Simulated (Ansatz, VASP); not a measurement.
## SnTe in VASP and in Ansatz

```
Sn Te
1.0
     3.18603    0.00000    0.00000
     0.00000    3.18603    0.00000
     0.00000    0.00000    3.18603
Sn Te
1 1
Direct
  0.00000 0.00000 0.00000
  0.50000 0.50000 0.50000
```

Change from the starting cell: volume scaled by 0.55, norm-conserving files.

Alike in both runs: task single point; functional PBE; k mesh 13 × 13 × 13; occupations fermi-dirac, width 0.05 eV; no spin polarisation.

|  | VASP | Ansatz |
| --- | --- | --- |
| version | VASP 6.6.1 | Ansatz 0.2.0 |
| potentials or method | VASP PAW PBE potentials, release 64 (Sn_d, Te) | norm-conserving pseudopotentials, scalar-relativistic |
| plane-wave cutoff (eV) | 520 | 1120 |
| valence electrons in the cell | 20 | 30 |

```tsv
	VASP	Ansatz	Ansatz less VASP
pressure (GPa)	105.0	104.8	-0.16
```

Both programs put the cell under a high pressure, so it lies far from rest at this level. VASP's potentials hold 20 valence electrons a cell and Ansatz's 30, so a difference there can come from the potentials and not from the codes.

Neither program's run includes spin-orbit coupling. Noted on VASP's run: the cell as given lies far from equilibrium.
